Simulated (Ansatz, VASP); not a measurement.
One calculation of Cu, two programs

File INCAR:

```
PREC = Accurate ; ENCUT = 520
EDIFF = 1E-6 ; ISMEAR = 0
SIGMA = 0.005 ; LREAL = F
LASPH = T ; NELM = 150
ALGO = Normal ; ISIF = 2
LWAVE = F ; LCHARG = F
ISPIN = 2 ; MAGMOM = 1
LORBIT = 11 ; LMAXMIX = 4
GGA = PE ; IVDW = 12
ISYM = 0 ; NBANDS = 16
```

File KPOINTS:

```
regular mesh
0
Gamma
  1 1 1
```

File POSCAR:

```
Cu
1.0
   15.0000000000      0.0000000000      0.0000000000
    0.0000000000     15.5000000000      0.0000000000
    0.0000000000      0.0000000000     16.0000000000
Cu
1
Direct
    0.5000000000      0.5000000000      0.5000000000
```

Input for Ansatz:

```yaml
crystal:
  lattice:
    - [15.0, 0.0, 0.0]
    - [0.0, 15.5, 0.0]
    - [0.0, 0.0, 16.0]
  atoms:
    - { symbol: Cu, position: [0.5, 0.5, 0.5], spin: 1.0 }
  symmetry: { detect: false }
basis:
  ecutwfc: 420
kpoints:
  mp_grid: { grid: [1, 1, 1] }
hamiltonian:
  xc: pbe
  dispersion: d3bj
scf:
  occupations: { method: gaussian, width: 0.005 }
output:
  forces: true
  eigenvalues: true
  populations: true
magnetization:
  spin_polarized: true
```

Alike in both runs: task single point; functional PBE; dispersion D3(BJ); k mesh 1 × 1 × 1; occupations gaussian, width 0.005 eV; collinear spin.

```csv
,VASP,Ansatz
version,VASP 6.6.1,Ansatz 0.2.0
potentials or method,"VASP PAW PBE potentials, release 64 (Cu), cutoff 520 eV","scalar-relativistic, plane waves, PAW"
valence electrons in the cell,11,19
```

|  | VASP | Ansatz | Ansatz less VASP |
| --- | --- | --- | --- |
| gap on the k mesh at the Fermi level (eV) | 0.83 | 0.83 | +0.003 |
| net moment per atom (μB) | 1.00 | 1.00 | 0.000 |
| size of the moment on the site where the two differ most (μB) | 0.31 | 1.00 | +0.691 |

Site moments also hang on the region over which each program counts them. VASP's potentials hold 11 valence electrons a cell and Ansatz's 19, so a difference there can come from the potentials and not from the codes.
